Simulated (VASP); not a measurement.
# RbBr (Fm-3m) in VASP: settings compared, part 2 of 2

VASP 6.6.1. The steps go on from the part before.

### 3 Single point, PBE

Input file INCAR:

```
ALGO     = Normal         # electronic algorithm
EDIFF    = 1E-6           # SCF threshold, eV
ENCUT    = 500            # plane-wave cutoff, eV
GGA      = PE             # functional
GGA_COMPAT= False        
ISIF     = 2              # what is computed and relaxed
ISMEAR   = 1              # smearing method
LASPH    = True           # aspherical terms in the spheres
LCHARG   = False          # write CHGCAR
LREAL    = False          # projectors in reciprocal space
LWAVE    = False          # write WAVECAR
NBANDS   = 15             # bands
NELM     = 120            # most SCF steps
PREC     = Accurate       # precision mode
SIGMA    = 0.2            # smearing width, eV
```

Input file KPOINTS:

```
k-points
0
Gamma
  4 4 4
```

Input file POSCAR:

```
RbBr
1.0
    0.0000000000      3.4608261073      3.4608261073
    3.4608261073      0.0000000000      3.4608261073
    3.4608261073      3.4608261073      0.0000000000
Rb Br
1 1
Direct
    0.0000000000      0.0000000000      0.0000000000
    0.5000000000      0.5000000000      0.5000000000
```

Potentials or basis: VASP PAW PBE potentials, release 64 (Rb_sv, Br).

On the command line:

```
cat potpaw_PBE.64/Rb_sv/POTCAR potpaw_PBE.64/Br/POTCAR > POTCAR
mpirun -np 1 vasp_std > vasp.out
```

Wall time 27 s (1 thread of Intel Xeon 8259CL, shared host); peak memory 0.2 GiB.

Results (log left out):

| Quantity | Value |
| --- | --- |
| Free energy | -6.1001 eV |
| Pressure | 0.5 GPa |
| Band gap on the k mesh | 4.29 eV, direct |

Levels at points of the mesh, in eV from the valence-band top:
| k point | band 6 | band 7 | band 8 | band 9 | band 10 | band 11 |
| --- | --- | --- | --- | --- | --- | --- |
| (0.00, 0.00, 0.00) | 0.00 | 0.00 | 0.00 | 4.29 | 7.28 | 7.28 |
| (0.50, 0.00, 0.00) | -0.94 | -0.33 | -0.33 | 6.74 | 7.62 | 9.40 |
| (0.50, 0.50, 0.00) | -0.47 | -0.16 | -0.16 | 5.64 | 7.02 | 9.06 |

### 4 Single point, PBE

Input file INCAR:

```
ALGO = Normal
EDIFF = 1E-6
ENCUT = 500
GGA = PE
GGA_COMPAT = F
ISIF = 2
ISMEAR = 0
ISYM = 0
LASPH = T
LCHARG = T
LELF = T
LREAL = F
LVHAR = T
LWAVE = F
NBANDS = 15
NELM = 120
PREC = Accurate
SIGMA = 0.01
```

Input file KPOINTS:

```
k-points
0
Gamma
  8 8 1
```

POSCAR is that of step 3.

Potentials or basis: VASP PAW PBE potentials, release 64 (Rb_sv, Br).

On the command line:

```
cat potpaw_PBE.64/Rb_sv/POTCAR potpaw_PBE.64/Br/POTCAR > POTCAR
mpirun -np 1 vasp_std > vasp.out
```

OUTCAR:

```text
EDIFF = 1E-6
   ENCUT = 500
   GGA = PE
   ISIF = 2
   ISMEAR = 0
   ISYM = 0
   LASPH = T
   LREAL = F
   NELM = 120
   PREC = Accurate

 ion  position               nearest neighbor table
   1  0.000  0.000  0.000-   2 3.46   2 3.46   2 3.46   2 3.46   2 3.46   2 3.46
   2  0.500  0.500  0.500-   1 3.46   1 3.46   1 3.46   1 3.46   1 3.46   1 3.46

IMPORTANT INFORMATION: All symmetrisations will be switched off!
NOSYMM: (Re-)initialisation of all symmetry stuff for point group C_1.

----------------------------------------------------------------------------------------

                                     Primitive cell

  volume of cell :      82.9028

  direct lattice vectors                    reciprocal lattice vectors
     0.000000000  3.460826107  3.460826107    -0.144474176  0.144474176  0.144474176
     3.460826107  0.000000000  3.460826107     0.144474176 -0.144474176  0.144474176
     3.460826107  3.460826107  0.000000000     0.144474176  0.144474176 -0.144474176

  length of vectors
     4.894347218  4.894347218  4.894347218     0.250236613  0.250236613  0.250236613

  position of ions in fractional coordinates (direct lattice)
     0.000000000  0.000000000  0.000000000
[... 157 lines left out ...]
      1     -26.3613      2.00000
      2     -13.9110      2.00000
      3     -10.4537      2.00000
      4     -10.4283      2.00000
      5     -10.4168      2.00000
      6      -1.7921      2.00000
      7      -1.7828      2.00000
      8      -1.7632      2.00000
      9       2.4518      0.00000
     10       5.3978      0.00000
     11       5.4098      0.00000
     12       5.4524      0.00000
     13       6.2759      0.00000
     14       6.2945      0.00000
[... 401 lines left out ...]
      2     -13.9050      2.00000
      3     -10.4913      2.00000
      4     -10.4629      2.00000
      5     -10.4564      2.00000
      6      -2.4231      2.00000
      7      -1.9824      2.00000
      8      -1.9242      2.00000
      9       4.3458      0.00000
     10       4.4719      0.00000
     11       7.0864      0.00000
     12       7.4146      0.00000
     13       7.5815      0.00000
     14       7.6585      0.00000
     15       8.9464      0.00000

 [... further k-points ...]
[... 5 lines left out ...]
  --------------------------------------------------------------------------------------
  -------------------------------------------------------------------------------------
  Total        0.7726072      0.7726061      0.3157611      1.4547197      0.0000003      0.0000011
  in kB       14.9313815     14.9313604      6.1023889     28.1138660      0.0000055      0.0000213
  external PRESSURE =      11.9883769 kB  Pullay stress =       0.0000000 kB

 VOLUME and BASIS-vectors are now :
 -----------------------------------------------------------------------------
  energy-cutoff  :      500.00
  volume of cell :       82.90
      direct lattice vectors                 reciprocal lattice vectors
     0.000000000  3.460826107  3.460826107    -0.144474176  0.144474176  0.144474176
     3.460826107  0.000000000  3.460826107     0.144474176 -0.144474176  0.144474176
     3.460826107  3.460826107  0.000000000     0.144474176  0.144474176 -0.144474176

 POSITION                                       TOTAL-FORCE (eV/Angst)
 -----------------------------------------------------------------------------------
      0.00000      0.00000      0.00000        -0.000001     -0.000001     -0.000000
      3.46083      3.46083      3.46083         0.000001      0.000001      0.000000
 -----------------------------------------------------------------------------------
    total drift:                               -0.000000     -0.000000     -0.000001

  FREE ENERGIE OF THE ION-ELECTRON SYSTEM (eV)
  ---------------------------------------------------
  free  energy   TOTEN  =        -5.8655043080 eV

  energy  without entropy=       -5.8655043080  energy(sigma->0) =       -5.86550431
```

Run time: 72 s. Hardware: 1 thread of Intel Xeon 8259CL, shared host; peak memory 0.22 GiB.

The run converged, but its numbers aren't listed here, since they failed a check.

Caveat: the k points lie up to 1.57 Å⁻¹ apart.
